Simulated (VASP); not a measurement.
# NbAs (F-43m) in VASP: single point with PBE

Aim: the single point of NbAs with PBE.

Everything below comes from runs of VASP 6.6.1. Logs are shortened: lines on timing, memory, paths and dates and some standing lists are left out, and cuts for length are marked.

### Step 1. The cell of the first run

It takes space group F-43m (No. 216, cubic). Conventional cell: a = 5.814 Å, b = 5.814 Å, c = 5.814 Å, α = 90.00°, β = 90.00°, γ = 90.00°. Nb (site symmetry -43m) has 4 As at 2.52 Å within 3.3 Å. Within 3.3 Å of As (site symmetry -43m) lie 4 Nb at 2.52 Å.

### Step 2. Single point, PBE, collinear spin

Contents of INCAR:

```
SYSTEM = NbAs
PREC     = Accurate       ! precision mode
ENCUT    = 500            ! plane-wave cutoff, eV
EDIFF    = 1E-6           ! SCF threshold, eV
ISMEAR   = 0              ! smearing method
SIGMA    = 0.1            ! smearing width, eV
LREAL    = .FALSE.        ! projectors in reciprocal space
LASPH    = .TRUE.         ! aspherical terms in the spheres
NELM     = 200            ! most SCF steps
ALGO     = Normal         ! electronic algorithm
ISIF     = 2              ! what is computed and relaxed
LWAVE    = .FALSE.        ! write WAVECAR
LCHARG   = .FALSE.        ! write CHGCAR
ISPIN    = 2              ! spin polarisation
MAGMOM   = 1 -1 0 0       ! initial moments
LORBIT   = 11             ! projections on sites
LMAXMIX  = 4              ! l up to which the mixer works
GGA      = PE             ! functional
NBANDS   = 30             ! bands
GGA_COMPAT= .FALSE.
```

Contents of KPOINTS:

```
Automatic mesh
0
G
  12 12 6
  0 0 0
```

Contents of POSCAR:

```
NbAs
1.0
    0.0000000000      2.9067815048      2.9067815048
    2.9067815048      0.0000000000      2.9067815048
    5.8135630096      5.8135630096      0.0000000000
Nb As
2 2
Direct
    1.0000000000      0.0000000000      0.0000000000
    1.0000000000      0.0000000000      0.5000000000
    0.2500000000      0.2500000000      0.1250000000
    0.2500000000      0.2500000000      0.6250000000
```

Potentials or basis: VASP PAW PBE potentials, release 64 (Nb_sv, As).

Launch:

```
> cat potpaw_PBE.64/Nb_sv/POTCAR potpaw_PBE.64/As/POTCAR > POTCAR
> mpirun -np 1 vasp_std > vasp.out
```

OUTCAR:

```text
SYSTEM = NbAs
   PREC = Accurate
   ENCUT = 500
   EDIFF = 1E-6
   ISMEAR = 0
   LREAL = .FALSE.
   LASPH = .TRUE.
   NELM = 200
   ISIF = 2
   ISPIN = 2
   LORBIT = 11
   GGA = PE

 ion  position               nearest neighbor table
   1  0.000  0.000  0.000-   3 2.52   4 2.52   3 2.52   3 2.52
   2  0.000  0.000  0.500-   4 2.52   3 2.52   4 2.52   4 2.52
   3  0.250  0.250  0.125-   1 2.52   1 2.52   1 2.52   2 2.52
   4  0.250  0.250  0.625-   2 2.52   2 2.52   1 2.52   2 2.52

  LATTYP: Found a trigonal (rhomboedric) cell.
 ALAT       =     7.1201314805
 COS(alpha) =     0.8333333333

  Lattice vectors:

 A1 = (   5.8135630096,   2.9067815048,  -2.9067815048)
 A2 = (   2.9067815048,   2.9067815048,  -5.8135630096)
 A3 = (   2.9067815048,   5.8135630096,  -2.9067815048)

Analysis of symmetry for initial positions (statically):
=====================================================================
 Subroutine PRICEL returns following result:

  LATTYP: Found a face centered cubic cell.
 ALAT       =     5.8135630096
[... 12 lines left out ...]
 Subroutine GETGRP returns: Found  6 space group operations
 (whereof  6 operations were pure point group operations)
 out of a pool of 12 trial point group operations.

The static configuration has the point symmetry C_3v.

Analysis of symmetry for dynamics (positions and initial velocities):
=====================================================================
 Subroutine PRICEL returns following result:

  LATTYP: Found a face centered cubic cell.
 ALAT       =     5.8135630096
[... 12 lines left out ...]
 Subroutine GETGRP returns: Found  6 space group operations
 (whereof  6 operations were pure point group operations)
 out of a pool of 12 trial point group operations.

The dynamic configuration has the point symmetry C_3v.

Analysis of structural, dynamic, and magnetic symmetry:
=====================================================================
 Subroutine PRICEL returns following result:

  LATTYP: Found a face centered cubic cell.
 ALAT       =     5.8135630096
[... 12 lines left out ...]
 Subroutine GETGRP returns: Found  6 space group operations
 (whereof  6 operations were pure point group operations)
 out of a pool of 12 trial point group operations.

The overall configuration has the point symmetry C_3v.

 Subroutine INISYM returns: Found  6 space group operations
 (whereof  6 operations are pure point group operations),
 and found     2 'primitive' translations

----------------------------------------------------------------------------------------

                                     Primitive cell

  volume of cell :      49.1210
[... 133 lines left out ...]
   GGA     = PE    functional components
   LHFCALC =     F    Hartree Fock is set to
   AEXX    =    0.0000 exact exchange contribution
   IVDW    =     0    specifies the selected vdW correction
   LEPSILON=     F    determine dielectric tensor
   LRPA    =     F    only Hartree local field effects (RPA)
 spin polarized calculation
 Gauss-broadening in eV      SIGMA  =   0.10
  energy-cutoff  :      500.00
  volume of cell :       98.24
 maximum number of plane-waves:      2532
 NGX is ok and might be reduce to    30
   NGX = 15   NGY = 15   NGZ = 29

 number of electron      36.0000004 magnetization      -0.0000000

 number of electron      36.0000004 magnetization       0.0000000

 Free energy of the ion-electron system (eV)
  ---------------------------------------------------
  ext. energy  EPLUGINS =         0.00000000
  ---------------------------------------------------
  free energy    TOTEN  =       -28.61456646 eV

  energy without entropy =      -28.59463519  energy(sigma->0) =      -28.60460082

 E-fermi :   5.8201     XC(G=0):  -9.9175

 val. band max:        5.8123409830   @ k =   0.4167   0.0833   0.0000
 cond. band min:       5.8247006153   @ k =  -0.2500   0.4167   0.1667
 fundamental gap:      0.0123596323
 Fermi energy:         5.8200700740

 spin component 1

 k-point     1 :       0.0000    0.0000    0.0000
  band No.  band energies     occupation
      1     -49.7314      1.00000
      2     -49.4192      1.00000
      3     -25.8701      1.00000
      4     -25.8288      1.00000
      5     -25.8288      1.00000
      6     -25.4920      1.00000
[... 781 lines left out ...]
     29      13.8641      0.00000
     30      14.2630      0.00000

 [... further k-points ...]

 spin component 2

 k-point     1 :       0.0000    0.0000    0.0000
  band No.  band energies     occupation
      1     -49.7314      1.00000
      2     -49.4192      1.00000
      3     -25.8701      1.00000
      4     -25.8288      1.00000
      5     -25.8288      1.00000
      6     -25.4920      1.00000
[... 781 lines left out ...]
     29      13.8641      0.00000
     30      14.2630      0.00000

 [... further k-points ...]
[... 5 lines left out ...]
  --------------------------------------------------------------------------------------
  -------------------------------------------------------------------------------------
  Total        0.3386433      0.3386433      0.3386433      0.0587502     -0.0587502     -0.0587502
  in kB        5.5227575      5.5227575      5.5227575      0.9581255     -0.9581255     -0.9581255
  external PRESSURE =       5.5227575 kB  Pullay stress =       0.0000000 kB

 VOLUME and BASIS-vectors are now :
 -----------------------------------------------------------------------------
  energy-cutoff  :      500.00
  volume of cell :       98.24
      direct lattice vectors                 reciprocal lattice vectors
     0.000000000  2.906781505  2.906781505    -0.172011553  0.172011553  0.172011553
     2.906781505  0.000000000  2.906781505     0.172011553 -0.172011553  0.172011553
     5.813563010  5.813563010  0.000000000     0.086005776  0.086005776 -0.086005776

 POSITION                                       TOTAL-FORCE (eV/Angst)
 -----------------------------------------------------------------------------------
      0.00000      0.00000      0.00000         0.028428      0.028428     -0.028428
      2.90678      2.90678      0.00000         0.028428      0.028428     -0.028428
      1.45339      1.45339      1.45339        -0.028428     -0.028428      0.028428
      4.36017      4.36017      1.45339        -0.028428     -0.028428      0.028428
 -----------------------------------------------------------------------------------
    total drift:                                0.000102      0.000102     -0.000101

  FREE ENERGIE OF THE ION-ELECTRON SYSTEM (eV)
  ---------------------------------------------------
  free  energy   TOTEN  =       -28.6145664618 eV

  energy  without entropy=      -28.5946351880  energy(sigma->0) =      -28.60460082

 total charge

# of ion       s       p       d       tot
------------------------------------------
    1        2.161   5.974   2.503  10.639
    2        2.161   5.974   2.503  10.639
    3        1.211   1.669   0.060   2.940
    4        1.211   1.669   0.060   2.940
--------------------------------------------------
tot          6.744  15.287   5.127  27.158

 magnetization (x)

# of ion       s       p       d       tot
------------------------------------------
    1        0.006   0.004   0.452   0.461
    2       -0.006  -0.004  -0.452  -0.461
    3       -0.002  -0.017   0.007  -0.012
    4        0.002   0.017  -0.007   0.012
--------------------------------------------------
tot          0.000   0.000   0.000   0.000
```

OSZICAR:

```text
N       E                     dE             d eps       ncg     rms          rms(c)
DAV:   1     0.318620506025E+03    0.31862E+03   -0.17396E+04 11808   0.109E+03
DAV:   2    -0.550525728612E+01   -0.32413E+03   -0.31182E+03 14810   0.387E+02
DAV:   3    -0.285121368468E+02   -0.23007E+02   -0.22437E+02 19322   0.827E+01
DAV:   4    -0.306546294736E+02   -0.21425E+01   -0.21181E+01 19188   0.201E+01
DAV:   5    -0.306874759208E+02   -0.32846E-01   -0.32828E-01 17146   0.249E+00    0.105E+01
DAV:   6    -0.285270535282E+02    0.21604E+01   -0.68107E+00 17212   0.156E+01    0.326E+00
DAV:   7    -0.286060554162E+02   -0.79002E-01   -0.56284E-01 17298   0.442E+00    0.226E+00
DAV:   8    -0.286121252430E+02   -0.60698E-02   -0.46261E-02 18958   0.121E+00    0.133E+00
DAV:   9    -0.286141449297E+02   -0.20197E-02   -0.12421E-02 14486   0.760E-01    0.302E-01
DAV:  10    -0.286144249591E+02   -0.28003E-03   -0.17569E-03 18306   0.300E-01    0.140E-01
DAV:  11    -0.286144896566E+02   -0.64697E-04   -0.30704E-04 14904   0.900E-02    0.729E-02
DAV:  12    -0.286145578095E+02   -0.68153E-04   -0.18043E-04 14930   0.645E-02    0.273E-02
DAV:  13    -0.286145671320E+02   -0.93225E-05   -0.35105E-05 16724   0.241E-02    0.140E-02
DAV:  14    -0.286145664618E+02    0.67019E-06   -0.91297E-06 13222   0.102E-02
   1 F= -.28614566E+02 E0= -.28604601E+02  d E =-.199313E-01  mag=    -0.0000
```

stdout:

```text
POSCAR found type information on POSCAR NbAs
 POSCAR found :  2 types and       4 ions
 scaLAPACK will be used
 LDA part: xc-table for (Slater+PW92), standard interpolation
 -----------------------------------------------------------------------------
|                                                                             |
|           W    W    AA    RRRRR   N    N  II  N    N   GGGG   !!!           |
|           W    W   A  A   R    R  NN   N  II  NN   N  G    G  !!!           |
|           W    W  A    A  R    R  N N  N  II  N N  N  G       !!!           |
|           W WW W  AAAAAA  RRRRR   N  N N  II  N  N N  G  GGG   !            |
|           WW  WW  A    A  R   R   N   NN  II  N   NN  G    G                |
|           W    W  A    A  R    R  N    N  II  N    N   GGGG   !!!           |
|                                                                             |
|     Your reciprocal lattice and k-lattice belong to different lattice       |
|     classes:                                                                |
|                                                                             |
|        The reciprocal lattice is rhombohedral (trigonal),                   |
|        whereas your k-lattice is body-centered cubic.                       |
|                                                                             |
|     Results are often still useful ...                                      |
|                                                                             |
 -----------------------------------------------------------------------------

 POSCAR, INCAR and KPOINTS ok, starting setup
 FFT: planning ... GRIDC
 FFT: planning ... GRID_SOFT
 FFT: planning ... GRID
 WAVECAR not read
 entering main loop
```

Run time: 4.8 min. Hardware: 1 thread of Intel Xeon 6975P-C (Granite Rapids), shared host; peak memory 0.53 GiB.

Results:

| Item | Value |
| --- | --- |
| Free energy | -28.6146 eV |
| Pressure | 0.6 GPa |
| Band gap on the k mesh | zero (filled and empty bands overlap) |
| Net moment | 0.00 μB per cell |
| Site moments | Nb +0.46, -0.46; As -0.01, +0.01 μB |
| Valence electrons inside the program's atomic spheres | Nb 10.64; As 2.94 |

Levels at points of the mesh, in eV from the Fermi level:
Spin up:
| k point | band 15 | band 16 | band 17 | band 18 | band 19 | band 20 | band 21 | band 22 |
| --- | --- | --- | --- | --- | --- | --- | --- | --- |
| (0.00, 0.00, 0.00) | -2.99 | -2.99 | -0.07 | -0.07 | 0.59 | 0.59 | 0.67 | 2.28 |
| (0.50, 0.00, 0.00) | -2.06 | -2.06 | -0.97 | 0.30 | 0.36 | 0.66 | 0.96 | 0.97 |
| (0.00, 0.00, 0.50) | -3.09 | -3.09 | -0.26 | -0.26 | 0.28 | 0.28 | 2.63 | 2.69 |
| (0.50, 0.00, 0.50) | -2.66 | -2.52 | -0.58 | -0.44 | 0.28 | 0.52 | 0.73 | 0.80 |
Spin down:
| k point | band 15 | band 16 | band 17 | band 18 | band 19 | band 20 | band 21 | band 22 |
| --- | --- | --- | --- | --- | --- | --- | --- | --- |
| (0.00, 0.00, 0.00) | -2.99 | -2.99 | -0.07 | -0.07 | 0.59 | 0.59 | 0.67 | 2.28 |
| (0.50, 0.00, 0.00) | -2.06 | -2.06 | -0.97 | 0.30 | 0.36 | 0.66 | 0.96 | 0.97 |
| (0.00, 0.00, 0.50) | -3.09 | -3.09 | -0.26 | -0.26 | 0.28 | 0.28 | 2.63 | 2.69 |
| (0.50, 0.00, 0.50) | -2.66 | -2.52 | -0.58 | -0.44 | 0.28 | 0.52 | 0.73 | 0.80 |
